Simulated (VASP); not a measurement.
Write the native input for VASP 6.6.1 that does the following.

* Task: single point
* Functional: PBE
* Potentials or basis: VASP PAW PBE potentials, release 64 (C)
* Cutoff: 520 eV
* k mesh: 10 × 10 × 10
* Occupations: gaussian, width 0.1 eV
* Spin: no spin polarisation
* Dipole correction: no
* Further INCAR settings: ALGO = Normal; EDIFF = 1e-07; NBANDS = 8

The structure of C lies in POSCAR:

```
C
1.0
    1.8082410300      0.0000000000      0.0000000000
    0.0000000000      1.8082410300      0.0000000000
    0.0000000000      0.0000000000      1.6634338700
C
1
Direct
    0.5000000000      0.5000000000      0.0000000000
```

The input as run:

INCAR

```
SYSTEM = C
ALGO     = Normal         ! electronic algorithm
EDIFF    = 1E-7           ! SCF threshold, eV
ENCUT    = 520            ! plane-wave cutoff, eV
GGA      = PE             ! functional
ISIF     = 2              ! what is computed and relaxed
ISMEAR   = 0              ! smearing method
LASPH    = .True.         ! aspherical terms in the spheres
LCHARG   = .True.         ! write CHGCAR
LELF     = .True.         ! ELF
LREAL    = .False.        ! projectors in reciprocal space
LVHAR    = .True.       
LWAVE    = .False.        ! write WAVECAR
NBANDS   = 8              ! bands
NELM     = 100            ! most SCF steps
PREC     = Accurate       ! precision mode
SIGMA    = 0.1            ! smearing width, eV
```

KPOINTS

```
k-points
0
Gamma
  10 10 10
  0 0 0
```

Potentials or basis: VASP PAW PBE potentials, release 64 (C).

Launch:

```sh
$ cat potpaw_PBE.64/C/POTCAR > POTCAR
$ mpirun -np 1 vasp_std > vasp.out
```

Results of the run:

The pressure is 8.0 GPa. The band gap on the k mesh is zero (band 2 reaches 19.47 eV, above the bottom of band 3 at 6.61 eV).

Caveat: the k points lie up to 0.38 Å⁻¹ apart.

It took 2.2 s on 1 thread of AMD EPYC 9R45 96-Core Processor (Zen 5), on a shared host, peak memory 0.07 GiB.
